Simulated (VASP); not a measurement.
Write the native input for VASP 6.6.1 that does the following.

```
Task                   : single point
Functional             : PBEsol
Potentials or basis    : VASP PAW PBE potentials, release 64 (Be, Se, S)
Cutoff                 : 520 eV
k mesh                 : 4 × 3 × 2
Occupations            : fermi-dirac, width 0.05 eV
Spin                   : no spin polarisation
Dipole correction      : no
Further INCAR settings : ALGO = Normal; EDIFF = 1e-06; NBANDS = 26
```

The structure of Be4Se3S (an interface model) lies in POSCAR:

```
Be4Se3S
1.0
    2.4189980000     -2.4189980000      0.0000000000
    0.0000000000      0.0000000000      4.8379970000
   -5.2197040000     -5.2197040000      0.0000000000
Be Se S
4 3 1
Direct
    0.9749730000      0.9931980000      0.9984800000
    0.0573960000      0.0032880000      0.4812360000
    0.4363760000      0.4976490000      0.7562650000
    0.4988460000      0.4632630000      0.2516650000
    0.9859710000      0.2622630000      0.7339270000
    0.9461560000      0.2534470000      0.2252950000
    0.5043580000      0.7092140000      0.4670800000
    0.5297180000      0.7562020000      0.9940370000
```

These files were run (other wordings do the same):

INCAR

```
PREC     = Accurate       # precision mode
ENCUT    = 520            # plane-wave cutoff, eV
EDIFF    = 1E-6           # SCF threshold, eV
ISMEAR   = -1             # smearing method
SIGMA    = 0.05           # smearing width, eV
LREAL    = F              # projectors in reciprocal space
LASPH    = T              # aspherical terms in the spheres
NELM     = 60             # most SCF steps
ALGO     = Normal         # electronic algorithm
ISIF     = 2              # what is computed and relaxed
LWAVE    = F              # write WAVECAR
LCHARG   = T              # write CHGCAR
GGA      = PS             # functional
LELF     = T              # ELF
LVHAR    = T            
NBANDS   = 26             # bands
```

KPOINTS

```
Automatic mesh
0
Gamma
  4 3 2
```

Potentials or basis: VASP PAW PBE potentials, release 64 (Be, Se, S).

Launch:

```console
$ cat potpaw_PBE.64/Be/POTCAR potpaw_PBE.64/Se/POTCAR potpaw_PBE.64/S/POTCAR > POTCAR
$ mpirun -np 1 vasp_std > vasp.out
```

Results of the run:

* Pressure: 11.0 GPa
* Largest force: 4.857 eV/Å
* Band gap on the k mesh: 1.70 eV, indirect (least direct gap 1.78 eV)

Caveat: the k points lie up to 0.46 Å⁻¹ apart; the PAW data sets were made with another functional, which shifts forces and pressure a little.

It took 43 s on 1 thread of Intel(R) Xeon(R) Platinum 8488C (Sapphire Rapids), on a shared host, peak memory 0.23 GiB.
